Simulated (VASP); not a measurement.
Input of a VASP 6.6.1 run:

File INCAR:

```
SYSTEM = W
PREC = Accurate ; ENCUT = 520
EDIFF = 1E-6 ; ISMEAR = 0
SIGMA = 0.15 ; LREAL = .False.
LASPH = .True. ; NELM = 60
ALGO = Fast ; ISIF = 2
LWAVE = .False. ; LCHARG = .True.
GGA = PS ; LELF = .True.
LVHAR = .True. ; NBANDS = 13
```

Contents of KPOINTS:

```
regular mesh
0
Gamma
  26 26 26
  0 0 0
```

Contents of POSCAR:

```
W
1.0
   -1.5535224363      1.5535224363      1.6008378405
    1.5535224363     -1.5535224363      1.6008378405
    1.5535224363      1.5535224363     -1.6008378405
W
1
Direct
    0.0000000000      0.0000000000      0.0000000000
```

Potentials or basis: VASP PAW PBE potentials, release 64 (W_sv).

Run with:

```sh
$ cat potpaw_PBE.64/W_sv/POTCAR > POTCAR
$ mpirun -np 1 vasp_std > vasp.out
```

Q: Estimate the band gap on the k mesh.

A: Zero (bands 7 and 8 overlap by 6.36 eV).

Q: Predict the pressure.

A: 5.9 GPa.

Stress tensor (GPa, compression positive):
```
 9.27  0.00  0.00
 0.00  9.27  0.00
 0.00  0.00 -0.90
```

Caveat: the cell differs from its parent crystal (strain -0.015 along x and y, +0.015 along z); the cell stands under pressure; the PAW data sets were made with another functional, which shifts forces and pressure a little; spin-orbit coupling is left out, which moves the levels of the heavy elements.
